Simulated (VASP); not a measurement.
# Lu (P6_3/mmc) in VASP: notebook

Runs on Lu. Level: BLYP. Tasks: single point.

Program: VASP 6.6.1. These are calculated values, not measurements. Logs are shortened: lines on timing, memory, paths and dates and some standing lists are left out, and cuts for length are marked.

**1. The cell of the first run**

Symmetry: P6_3/mmc, No. 194, hexagonal system. Conventional cell: a = 3.585 Å, b = 3.585 Å, c = 5.580 Å, α = 90.00°, β = 90.00°, γ = 120.00°. Within 4.6 Å of Lu (site symmetry -6m2) lie 12 Lu at 3.47 to 3.58 Å.

**2. Single point, BLYP (31.05 Å³/atom)**

Contents of INCAR:

```
PREC     = Accurate       # precision mode
ENCUT    = 520            # plane-wave cutoff, eV
EDIFF    = 1E-6           # SCF threshold, eV
ISMEAR   = -1             # smearing method
SIGMA    = 0.1            # smearing width, eV
LREAL    = F              # projectors in reciprocal space
LASPH    = T              # aspherical terms in the spheres
NELM     = 100            # most SCF steps
ALGO     = Normal         # electronic algorithm
ISIF     = 2              # what is computed and relaxed
LWAVE    = F              # write WAVECAR
LCHARG   = F              # write CHGCAR
GGA      = B5             # functional
ALDAX    = 1.0          
AGGAX    = 1.0          
AGGAC    = 1.0          
ALDAC    = 0.0          
NBANDS   = 32             # bands
```

Contents of KPOINTS:

```
regular mesh
0
Gamma
  17 17 10
```

Contents of POSCAR:

```
Lu
1.0
    3.5846161191      0.0000000000      0.0000000000
   -1.7923080595      3.1043686219      0.0000000000
    0.0000000000      0.0000000000      5.5797496391
Lu
2
Direct
    0.3333333333      0.6666666667      0.2500000000
    0.6666666667      0.3333333333      0.7500000000
```

Potentials or basis: VASP PAW PBE potentials, release 64 (Lu).

Run with:

```sh
$ cat potpaw_PBE.64/Lu/POTCAR > POTCAR
$ mpirun -np 1 vasp_std > vasp.out
```

OUTCAR:

```text
PREC = Accurate
   ENCUT = 520
   EDIFF = 1E-6
   ISMEAR = -1
   LREAL = F
   LASPH = T
   NELM = 100
   ISIF = 2
   GGA = B5

 ion  position               nearest neighbor table
   1  0.333  0.667  0.250-   2 3.47   2 3.47   2 3.47   2 3.47   2 3.47   2 3.47
   2  0.667  0.333  0.750-   1 3.47   1 3.47   1 3.47   1 3.47   1 3.47   1 3.47

  LATTYP: Found a hexagonal cell.
 ALAT       =     3.5846161191
 C/A-ratio  =     1.5565821984

  Lattice vectors:

 A1 = (   3.5846161191,   0.0000000000,   0.0000000000)
 A2 = (  -1.7923080595,   3.1043686219,   0.0000000000)
 A3 = (   0.0000000000,   0.0000000000,   5.5797496391)

Analysis of symmetry for initial positions (statically):
=====================================================================
 Subroutine PRICEL returns:
 Original cell was already a primitive cell.

 Routine SETGRP: Setting up the symmetry group for a
 hexagonal supercell.

 Subroutine GETGRP returns: Found 24 space group operations
 (whereof 12 operations were pure point group operations)
 out of a pool of 24 trial point group operations.

The static configuration has the point symmetry D_3d.
 The point group associated with its full space group is D_6h.

Analysis of symmetry for dynamics (positions and initial velocities):
=====================================================================
 Subroutine PRICEL returns:
 Original cell was already a primitive cell.

 Routine SETGRP: Setting up the symmetry group for a
 hexagonal supercell.

 Subroutine GETGRP returns: Found 24 space group operations
 (whereof 12 operations were pure point group operations)
 out of a pool of 24 trial point group operations.

The dynamic configuration has the point symmetry D_3d.
 The point group associated with its full space group is D_6h.

 Subroutine INISYM returns: Found 24 space group operations
 (whereof 12 operations are pure point group operations),
 and found     1 'primitive' translations

----------------------------------------------------------------------------------------

                                     Primitive cell

  volume of cell :      62.0913

  direct lattice vectors                    reciprocal lattice vectors
     3.584616119  0.000000000  0.000000000     0.278969900  0.161063347  0.000000000
    -1.792308060  3.104368622  0.000000000     0.000000000  0.322126694  0.000000000
     0.000000000  0.000000000  5.579749639     0.000000000  0.000000000  0.179219511

  length of vectors
     3.584616119  3.584616119  5.579749639     0.322126694  0.322126694  0.179219511

  position of ions in fractional coordinates (direct lattice)
     0.333333333  0.666666667  0.250000000
     0.666666667  0.333333333  0.750000000

  ion indices of the primitive-cell ions
   primitive index   ion index
                 1           1
                 2           2

----------------------------------------------------------------------------------------

 KPOINTS: regular mesh

Automatic generation of k-mesh.
 Grid dimensions read from file:
 generate k-points for:   17   17   10

 Generating k-lattice:

  Cartesian coordinates                     Fractional coordinates (reciprocal lattice)
     0.016409994  0.009474315  0.000000000     0.058823529  0.000000000  0.000000000
     0.000000000  0.018948629  0.000000000     0.000000000  0.058823529  0.000000000
     0.000000000  0.000000000  0.017921951     0.000000000  0.000000000  0.100000000

  Length of vectors
     0.018948629  0.018948629  0.017921951

  Shift w.r.t. Gamma in fractional coordinates (k-lattice)
     0.000000000  0.000000000  0.000000000

 Subroutine IBZKPT returns following result:
 ===========================================

 Found    198 irreducible k-points:

 Following reciprocal coordinates:
            Coordinates               Weight
  0.000000  0.000000  0.000000      1.000000
  0.058824  0.000000  0.000000      6.000000
  0.117647 -0.000000  0.000000      6.000000
  0.176471  0.000000  0.000000      6.000000
  0.235294 -0.000000  0.000000      6.000000
  0.294118  0.000000  0.000000      6.000000
[... 16 lines left out ...]
  0.411765  0.117647  0.000000     12.000000
  0.176471  0.176471  0.000000      6.000000
 [... further k-points ...]
   k-points           NKPTS =    198   k-points in BZ     NKDIM =    198   number of bands    NBANDS=     32
   number of dos      NEDOS =    301   number of ions     NIONS =      2
   total plane-waves  NPLWV =  32928
   dimension x,y,z NGX =    28 NGY =   28 NGZ =   42
   dimension x,y,z NGXF=    56 NGYF=   56 NGZF=   84
   ions per type =               2
   NGX,Y,Z   is equivalent  to a cutoff of  12.99, 12.99, 12.51 a.u.
   NGXF,Y,Z  is equivalent  to a cutoff of  25.97, 25.97, 25.03 a.u.
 SYSTEM =  unknown system
   PREC   = accura    normal or accurate (medium, high low for compatibility)
   ISTART =      0    job   : 0-new  1-cont  2-samecut
   ICHARG =      2    charge: 1-file 2-atom 10-const
   ISPIN  =      1    spin polarized calculation?
   LNONCOLLINEAR =      F non collinear calculations
   LSORBIT =      F    spin-orbit coupling
   LASPH  =      T    aspherical Exc in radial PAW
   ENCUT  =  520.0 eV  38.22 Ry    6.18 a.u.   6.67  6.67 10.37*2*pi/ulx,y,z
   NELM   =    100;   NELMIN=  2; NELMDL= -5     # of ELM steps
   EDIFF  = 0.1E-05   stopping-criterion for ELM
   LREAL  =      F    real-space projection
   EDIFFG = 0.1E-04   stopping-criterion for IOM
   NSW    =      0    number of steps for IOM
   IBRION =     -1    ionic relax: 0-MD 1-quasi-New 2-CG
   NFREE  =      0    steps in history (QN), initial steepest desc. (CG)
   ISIF   =      2    stress and relaxation
   ISYM   =      2    0-nonsym 1-usesym 2-fastsym
   POTIM  = 0.5000    time-step for ionic-motion
   TEBEG  =    0.0;   TEEND  =   0.0 temperature during run
   PSTRESS=    0.0 pullay stress
   NELECT =      50.0000    total number of electrons
   NUPDOWN=      -1.0000    fix difference up-down
   EMIN   =  10.00;   EMAX   =-10.00  energy-range for DOS
   EFERMI =   0.00;   METHOD = LEGACY
   ISMEAR =    -1;   SIGMA  =   0.10  broadening in eV -4-tet -1-fermi 0-gaus
   EFERMI_NEDOS =   21; number of points for ismear=-14 and -15
   IALGO  =     38    algorithm
   IMIX   =      4    mixing-type and parameters
     AMIX     =   0.40;   BMIX     =  1.00
     AMIX_MAG =   1.60;   BMIX_MAG =  1.00
  volume/ion in A,a.u.               =      31.05       209.51
  Fermi-wavevector in a.u.,A,eV,Ry     =   1.523075  2.878194 31.562215  2.319757
  Thomas-Fermi vector in A             =   2.631568
   LORBIT       =      0    0 simple, 1 ext, 2 COOP (PROOUT), +10 PAW based schemes
   GGA     = B5    functional components
   LHFCALC =     F    Hartree Fock is set to
   AEXX    =    0.0000 exact exchange contribution
   IVDW    =     0    specifies the selected vdW correction
   LEPSILON=     F    determine dielectric tensor
   LRPA    =     F    only Hartree local field effects (RPA)
 non-spin polarized calculation
  energy-cutoff  :      520.00
  volume of cell :       62.09
 maximum number of plane-waves:      1701
 NGX is ok and might be reduce to    28
   NGX = 13   NGY = 13   NGZ = 21

 number of electron      50.0000000 magnetization

 Free energy of the ion-electron system (eV)
  ---------------------------------------------------
  ext. energy  EPLUGINS =         0.00000000
  ---------------------------------------------------
  free energy    TOTEN  =        -7.05692685 eV

  energy without entropy =       -6.94279448  energy(sigma->0) =       -6.99986066

 E-fermi :   2.4645     XC(G=0):  -9.8972

 val. band max:        2.4636104941   @ k =   0.3529   0.0000   0.0000
 cond. band min:       2.4694215556   @ k =   0.2941   0.1176   0.4000
 fundamental gap:      0.0058110614
 Fermi energy:         2.4645319398

 k-point     1 :       0.0000    0.0000    0.0000
  band No.  band energies     occupation
      1     -53.6940      2.00000
      2     -53.6663      2.00000
      3     -24.7911      2.00000
      4     -24.4467      2.00000
      5     -24.4467      2.00000
      6     -24.3753      2.00000
[... 24 lines left out ...]
     31       5.5459      0.00000
     32       5.5459      0.00000

 k-point     2 :       0.0588    0.0000    0.0000
  band No.  band energies     occupation
      1     -53.6934      2.00000
      2     -53.6661      2.00000
      3     -24.7866      2.00000
      4     -24.4554      2.00000
      5     -24.4498      2.00000
      6     -24.3846      2.00000
[... 24 lines left out ...]
     31       5.4359      0.00000
     32       5.4683      0.00000

 k-point     3 :       0.1176   -0.0000    0.0000
  band No.  band energies     occupation
      1     -53.6917      2.00000
      2     -53.6655      2.00000
      3     -24.7734      2.00000
      4     -24.4804      2.00000
      5     -24.4585      2.00000
      6     -24.4110      2.00000
[... 24 lines left out ...]
     31       5.2899      0.00000
     32       5.3812      0.00000

 k-point     4 :       0.1765    0.0000    0.0000
  band No.  band energies     occupation
      1     -53.6889      2.00000
      2     -53.6648      2.00000
      3     -24.7523      2.00000
      4     -24.5185      2.00000
      5     -24.4714      2.00000
      6     -24.4503      2.00000
[... 24 lines left out ...]
     31       5.6008      0.00000
     32       5.7125      0.00000

 k-point     5 :       0.2353   -0.0000    0.0000
  band No.  band energies     occupation
      1     -53.6855      2.00000
      2     -53.6641      2.00000
      3     -24.7249      2.00000
      4     -24.5646      2.00000
      5     -24.4966      2.00000
      6     -24.4865      2.00000
[... 584 lines left out ...]
     31       7.0064      0.00000
     32       7.6725      0.00000

 k-point    22 :       0.3529    0.1176    0.0000
  band No.  band energies     occupation
      1     -53.6740      2.00000
      2     -53.6635      2.00000
      3     -24.6800      2.00000
      4     -24.6199      2.00000
      5     -24.6128      2.00000
      6     -24.5378      2.00000
[... 24 lines left out ...]
     31       7.4736      0.00000
     32       8.2398      0.00000

 k-point    23 :       0.4118    0.1176    0.0000
  band No.  band energies     occupation
      1     -53.6722      2.00000
      2     -53.6639      2.00000
      3     -24.6963      2.00000
      4     -24.6225      2.00000
      5     -24.5995      2.00000
      6     -24.5472      2.00000
[... 24 lines left out ...]
     31       7.7993      0.00000
     32       8.4536      0.00000

 k-point    24 :       0.1765    0.1765    0.0000
  band No.  band energies     occupation
      1     -53.6809      2.00000
      2     -53.6634      2.00000
      3     -24.6857      2.00000
      4     -24.5884      2.00000
      5     -24.5831      2.00000
      6     -24.4886      2.00000
[... 24 lines left out ...]
     31       6.3565      0.00000
     32       7.0866      0.00000

 [... further k-points ...]

------------------------ aborting loop because EDIFF is reached ----------------------------------------

  FORCE on cell =-STRESS in cart. coord.  units (eV):
  Direction    XX          YY          ZZ          XY          YZ          ZX
  --------------------------------------------------------------------------------------
  -------------------------------------------------------------------------------------
  Total       -0.5991844     -0.5991844     -0.5758349     -0.0000000     -0.0000000      0.0000000
  in kB      -15.4611009    -15.4611009    -14.8586015     -0.0000000     -0.0000000      0.0000000
  external PRESSURE =     -15.2602677 kB  Pullay stress =       0.0000000 kB

 VOLUME and BASIS-vectors are now :
 -----------------------------------------------------------------------------
  energy-cutoff  :      520.00
  volume of cell :       62.09
      direct lattice vectors                 reciprocal lattice vectors
     3.584616119  0.000000000  0.000000000     0.278969900  0.161063347  0.000000000
    -1.792308060  3.104368622  0.000000000     0.000000000  0.322126694  0.000000000
     0.000000000  0.000000000  5.579749639     0.000000000  0.000000000  0.179219511

 POSITION                                       TOTAL-FORCE (eV/Angst)
 -----------------------------------------------------------------------------------
     -0.00000      2.06958      1.39494         0.000000      0.000000      0.000000
      1.79231      1.03479      4.18481        -0.000000      0.000000      0.000000
 -----------------------------------------------------------------------------------
    total drift:                                0.000000     -0.000000      0.000000

  FREE ENERGIE OF THE ION-ELECTRON SYSTEM (eV)
  ---------------------------------------------------
  free  energy   TOTEN  =        -7.0569268536 eV

  energy  without entropy=       -6.9427944750  energy(sigma->0) =       -6.99986066
```

Run time: 4.9 min. Hardware: 1 thread of Oxide Virtual Turin-like, shared host; peak memory 0.39 GiB.

What came out:

- Free energy: -7.0569 eV
- Pressure: -1.5 GPa
- Band gap on the k mesh: zero (bands 25 and 26 overlap by 1.71 eV)

Caveat: the PAW data sets were made with another functional, which shifts forces and pressure a little; spin-orbit coupling is left out, which moves the levels of the heavy elements.

(Part 1 of 2 ends here.)
